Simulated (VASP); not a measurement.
# Br (Fd-3m) in VASP: a series of runs, part 2 of 2

VASP 6.6.1. The steps go on from the part before.

## Step 4: Single point, PBE

This run uses another cell than the first one, of 31.54 Å³/atom.

Input file INCAR:

```
SYSTEM = Br
ALGO = Normal ; EDIFF = 1E-6
ENCUT = 500 ; GGA = PE
GGA_COMPAT = .False. ; ISIF = 2
ISMEAR = 0 ; LASPH = .True.
LCHARG = .True. ; LELF = .True.
LREAL = .False. ; LVHAR = .True.
LWAVE = .False. ; NBANDS = 14
NELM = 120 ; PREC = Accurate
SIGMA = 0.02
```

Input file KPOINTS:

```
k-points
0
Gamma
  6 6 6
  0 0 0
```

Input file POSCAR:

```
Br
1.0
    0.0000000000      3.1596561346      3.1596561346
    3.1596561346      0.0000000000      3.1596561346
    3.1596561346      3.1596561346      0.0000000000
Br
2
Direct
    1.0000000000      1.0000000000      1.0000000000
    0.2500000000      0.2500000000      0.2500000000
```

Potentials or basis: VASP PAW PBE potentials, release 64 (Br).

Launch:

```
cat potpaw_PBE.64/Br/POTCAR > POTCAR
mpirun -np 1 vasp_std > vasp.out
```

OUTCAR:

```text
SYSTEM = Br
   EDIFF = 1E-6
   ENCUT = 500
   GGA = PE
   ISIF = 2
   ISMEAR = 0
   LASPH = .True.
   LREAL = .False.
   NELM = 120
   PREC = Accurate

 ion  position               nearest neighbor table
   1  0.000  0.000  0.000-   2 2.74   2 2.74   2 2.74   2 2.74
   2  0.250  0.250  0.250-   1 2.74   1 2.74   1 2.74   1 2.74

  LATTYP: Found a face centered cubic cell.
 ALAT       =     6.3193122692

  Lattice vectors:

 A1 = (   0.0000000000,   3.1596561346,   3.1596561346)
 A2 = (   3.1596561346,   0.0000000000,   3.1596561346)
 A3 = (   3.1596561346,   3.1596561346,   0.0000000000)

Analysis of symmetry for initial positions (statically):
=====================================================================
 Subroutine PRICEL returns:
 Original cell was already a primitive cell.

 Routine SETGRP: Setting up the symmetry group for a
 face centered cubic supercell.

 Subroutine GETGRP returns: Found 48 space group operations
 (whereof 24 operations were pure point group operations)
 out of a pool of 48 trial point group operations.

The static configuration has the point symmetry T_d .
 The point group associated with its full space group is O_h .

Analysis of symmetry for dynamics (positions and initial velocities):
=====================================================================
 Subroutine PRICEL returns:
 Original cell was already a primitive cell.

 Routine SETGRP: Setting up the symmetry group for a
 face centered cubic supercell.

 Subroutine GETGRP returns: Found 48 space group operations
 (whereof 24 operations were pure point group operations)
 out of a pool of 48 trial point group operations.

The dynamic configuration has the point symmetry T_d .
 The point group associated with its full space group is O_h .

 Subroutine INISYM returns: Found 48 space group operations
 (whereof 24 operations are pure point group operations),
 and found     1 'primitive' translations

[... 111 lines left out ...]
   LHFCALC =     F    Hartree Fock is set to
   AEXX    =    0.0000 exact exchange contribution
   IVDW    =     0    specifies the selected vdW correction
   LEPSILON=     F    determine dielectric tensor
   LRPA    =     F    only Hartree local field effects (RPA)
 non-spin polarized calculation
 Gauss-broadening in eV      SIGMA  =   0.02
  energy-cutoff  :      500.00
  volume of cell :       63.09
 maximum number of plane-waves:      1639
 NGX is ok and might be reduce to    36
   NGX = 17   NGY = 17   NGZ = 17

 number of electron      13.9999998 magnetization

 Free energy of the ion-electron system (eV)
  ---------------------------------------------------
  ext. energy  EPLUGINS =         0.00000000
  ---------------------------------------------------
  free energy    TOTEN  =        -1.47464385 eV

  energy without entropy =       -1.47279301  energy(sigma->0) =       -1.47371843

 E-fermi :   1.4716     XC(G=0):  -8.0171

 val. band max:        1.4273906712   @ k =  -0.3333   0.3333   0.0000
 cond. band min:       1.4820176924   @ k =  -0.3333   0.1667   0.0000
 fundamental gap:      0.0546270211
 Fermi energy:         1.4716198950

 k-point     1 :       0.0000    0.0000    0.0000
  band No.  band energies     occupation
      1     -15.5108      2.00000
      2     -11.6497      2.00000
      3      -2.6755      2.00000
      4      -2.6755      2.00000
      5      -2.6755      2.00000
      6      -0.1190      2.00000
      7      -0.1190      2.00000
      8      -0.1190      2.00000
      9       6.1921      0.00000
     10       9.7543      0.00000
     11       9.7543      0.00000
     12      11.7038      0.00000
     13      11.7038      0.00000
     14      11.7038      0.00000
[... 241 lines left out ...]
      1     -13.8757      2.00000
      2     -13.8757      2.00000
      3      -4.0144      2.00000
      4      -4.0144      2.00000
      5      -0.9682      2.00000
      6      -0.9682      2.00000
      7       1.8430      0.00000
      8       1.8430      0.00000
      9       7.7970      0.00000
     10       7.7970      0.00000
     11      11.4365      0.00000
     12      11.4365      0.00000
     13      14.3326      0.00000
     14      14.3404      0.00000

------------------------ aborting loop because EDIFF is reached ----------------------------------------

  FORCE on cell =-STRESS in cart. coord.  units (eV):
  Direction    XX          YY          ZZ          XY          YZ          ZX
  --------------------------------------------------------------------------------------
  -------------------------------------------------------------------------------------
  Total        3.9239288      3.9239288      3.9239288     -0.0000000      0.0000000      0.0000000
  in kB       99.6511340     99.6511340     99.6511340     -0.0000000      0.0000000      0.0000000
  external PRESSURE =      99.6511340 kB  Pullay stress =       0.0000000 kB

 VOLUME and BASIS-vectors are now :
 -----------------------------------------------------------------------------
  energy-cutoff  :      500.00
  volume of cell :       63.09
      direct lattice vectors                 reciprocal lattice vectors
     0.000000000  3.159656135  3.159656135    -0.158245068  0.158245068  0.158245068
     3.159656135  0.000000000  3.159656135     0.158245068 -0.158245068  0.158245068
     3.159656135  3.159656135  0.000000000     0.158245068  0.158245068 -0.158245068

 POSITION                                       TOTAL-FORCE (eV/Angst)
 -----------------------------------------------------------------------------------
      0.00000      0.00000      0.00000         0.000000      0.000000     -0.000000
      1.57983      1.57983      1.57983        -0.000000     -0.000000      0.000000
 -----------------------------------------------------------------------------------
    total drift:                                0.000000      0.000000      0.000000

  FREE ENERGIE OF THE ION-ELECTRON SYSTEM (eV)
  ---------------------------------------------------
  free  energy   TOTEN  =        -1.4746438505 eV

  energy  without entropy=       -1.4727930103  energy(sigma->0) =       -1.47371843
```

OSZICAR:

```text
N       E                     dE             d eps       ncg     rms          rms(c)
DAV:   1     0.685574345985E+02    0.68557E+02   -0.55782E+03   448   0.804E+02
DAV:   2     0.276005614698E+01   -0.65797E+02   -0.62235E+02   686   0.148E+02
DAV:   3    -0.144171075191E+01   -0.42018E+01   -0.41438E+01   568   0.380E+01
DAV:   4    -0.147463317554E+01   -0.32922E-01   -0.32875E-01   520   0.417E+00
DAV:   5    -0.147496047176E+01   -0.32730E-03   -0.32725E-03   604   0.396E-01    0.122E+01
DAV:   6    -0.147420630135E+01    0.75417E-03   -0.17405E-03   496   0.227E-01    0.729E+00
DAV:   7    -0.147459110621E+01   -0.38480E-03   -0.28272E-03   520   0.291E-01    0.628E-02
DAV:   8    -0.147462107934E+01   -0.29973E-04   -0.88779E-05   574   0.603E-02    0.191E-02
DAV:   9    -0.147463871271E+01   -0.17633E-04   -0.14813E-05   514   0.277E-02    0.945E-03
DAV:  10    -0.147464333352E+01   -0.46208E-05   -0.41225E-06   538   0.124E-02    0.103E-02
DAV:  11    -0.147464385048E+01   -0.51696E-06   -0.69203E-07   428   0.638E-03
   1 F= -.14746439E+01 E0= -.14737184E+01  d E =-.185084E-02
```

stdout:

```text
POSCAR found type information on POSCAR Br
 POSCAR found :  1 types and       2 ions
 scaLAPACK will be used
 LDA part: xc-table for (Slater+PW92), standard interpolation
 POSCAR, INCAR and KPOINTS ok, starting setup
 FFT: planning ... GRIDC
 FFT: planning ... GRID_SOFT
 FFT: planning ... GRID
 WAVECAR not read
 entering main loop
```

It took 6.5 s on 1 thread of Intel Xeon 6975P-C (Granite Rapids), shared host; peak memory 0.19 GiB.

Results:

- Free energy: -1.4746 eV
- Pressure: 10.0 GPa
- Band gap on the k mesh: zero (bands 7 and 8 overlap by 2.20 eV)

Caveat: the cell stands under pressure.

## Step 5: Single point, PBE

This run uses another cell than the first one, of 42.77 Å³/atom.

Input file INCAR:

```
PREC = Accurate
ENCUT = 500
EDIFF = 1E-6
ISMEAR = 0
SIGMA = 0.02
LREAL = F
LASPH = T
NELM = 120
ALGO = Normal
ISIF = 2
LWAVE = F
LCHARG = F
GGA = PE
NBANDS = 14
GGA_COMPAT = F
```

Input file KPOINTS:

```
Automatic mesh
0
Gamma
  6 6 6
```

Input file POSCAR:

```
Br
1.0
    0.0000000000      3.4972410515      3.4972410515
    3.4972410515      0.0000000000      3.4972410515
    3.4972410515      3.4972410515      0.0000000000
Br
2
Direct
    1.0000000000      1.0000000000      1.0000000000
    0.2500000000      0.2500000000      0.2500000000
```

Launch:

```
cat potpaw_PBE.64/Br/POTCAR > POTCAR
mpirun -np 1 vasp_std > vasp.out
```

It took 5.7 s on 1 thread of Intel Xeon 6975P-C (Granite Rapids), shared host; peak memory 0.2 GiB.

It converged, with:

| Quantity | Value |
| --- | --- |
| Free energy | -2.0036 eV |
| Pressure | 0.0 GPa |
| Band gap on the k mesh | zero (bands 7 and 8 overlap by 1.21 eV) |

Levels at points of the mesh, in eV from the Fermi level:
| k point | band 4 | band 5 | band 6 | band 7 | band 8 | band 9 | band 10 | band 11 |
| --- | --- | --- | --- | --- | --- | --- | --- | --- |
| (0.00, 0.00, 0.00) | -2.72 | -2.72 | -0.90 | -0.90 | -0.90 | 5.19 | 9.08 | 9.08 |
| (0.50, 0.00, 0.00) | -3.10 | -3.10 | -0.36 | -0.36 | -0.22 | 7.59 | 7.79 | 8.86 |
| (0.50, 0.50, 0.00) | -3.51 | -1.86 | -1.86 | 0.31 | 0.31 | 7.11 | 7.11 | 10.59 |

## Step 6: Relaxation of cell and atoms, PBE

This run uses another cell than the first one, of 34.01 Å³/atom.

Input file INCAR:

```
ALGO = Normal ; EDIFF = 1E-7
EDIFFG = -0.03 ; ENCUT = 500
GGA = PE ; GGA_COMPAT = False
IBRION = 2 ; ISIF = 3
ISMEAR = 0 ; LASPH = True
LCHARG = False ; LREAL = False
LWAVE = False ; NELM = 120
NELMIN = 4 ; NSW = 80
PREC = Accurate ; SIGMA = 0.02
```

Input file KPOINTS:

```
k-points
0
Gamma
  6 6 6
```

Input file POSCAR:

```
Br
1.0
    0.0000000000      3.2400000000      3.2400000000
    3.2400000000      0.0000000000      3.2400000000
    3.2400000000      3.2400000000      0.0000000000
Br
2
Direct
    1.0000000000      1.0000000000      1.0000000000
    0.2500000000      0.2500000000      0.2500000000
```

Potentials or basis: VASP PAW PBE potentials, release 64 (Br).

Launch:

```
cat potpaw_PBE.64/Br/POTCAR > POTCAR
mpirun -np 1 vasp_std > vasp.out
```

Wall time 18 s (1 thread of Intel Xeon 6975P-C (Granite Rapids), shared host); peak memory 0.2 GiB.

Results (log left out):

- Free energy: -2.0015 eV
- Relaxed volume: 42.76 Å³/atom
- Relaxed cell: a = 4.945 Å, b = 4.945 Å, c = 4.945 Å, α = 60.00°, β = 60.00°, γ = 60.00°
- Space group after relaxing (to 0.1 Å): Fd-3m (No. 227)
- Energy gained by relaxing: 138.7 meV/atom
- Ionic steps: 4
- Pressure after relaxing: 0.0 GPa
- Band gap on the k mesh: zero (bands 7 and 8 overlap by 1.21 eV)

Step by step:
```
step  energy change (eV)  largest force (eV/Å)  pressure (GPa)  volume (Å³)
   1              0.0000                0.0000            6.36        68.02
   2             -0.2707                0.0000            0.68        82.19
   3             -0.2770                0.0000           -0.16        86.34
   4             -0.2774                0.0000           -0.01        85.51
```

Final structure:
```
Br
1.0
     0.00000    3.49675    3.49675
     3.49675    0.00000    3.49675
     3.49675    3.49675    0.00000
Br
2
Direct
  0.00000 0.00000 0.00000
  0.25000 0.25000 0.25000
```

Levels at points of the mesh, in eV from the Fermi level:
```tsv
k point	band 5	band 6	band 7	band 8	band 9	band 10
(0.00, 0.00, 0.00)	-2.72	-0.90	-0.90	-0.90	5.19	9.07
(0.50, 0.00, 0.00)	-3.11	-0.36	-0.36	-0.22	7.59	7.79
(0.50, 0.50, 0.00)	-1.86	-1.86	0.31	0.31	7.11	7.11
```

Caveat: the volume moved by over 15 % at a fixed basis, so the end points are rough.

## Step 7: Summary

```tsv
task	cell	gap on the mesh (eV)	pressure (GPa)
single point	a = 4.128 Å, angles 60.0°, 2 atoms	none	30.0
single point	a = 4.263 Å, angles 60.0°, 2 atoms	none	20.0
single point	a = 4.468 Å, angles 60.0°, 2 atoms	none	10.0
single point	a = 4.946 Å, angles 60.0°, 2 atoms	none	0.0
relaxation of cell and atoms	relaxed from a = 4.582 Å, angles 60.0°, 2 atoms	none	0.0
```

Alike in all rows: level PBE; potentials or basis VASP PAW PBE potentials, release 64 (Br); no spin polarisation; k mesh 6 × 6 × 6; cutoff (eV) 500; smearing gaussian 0.02 eV.

Caveats: the cell stands under pressure (at least some runs); the volume moved by over 15 % at a fixed basis, so the end points are rough (at least some runs).

Absolute energies hang on the potentials; compare differences alone.
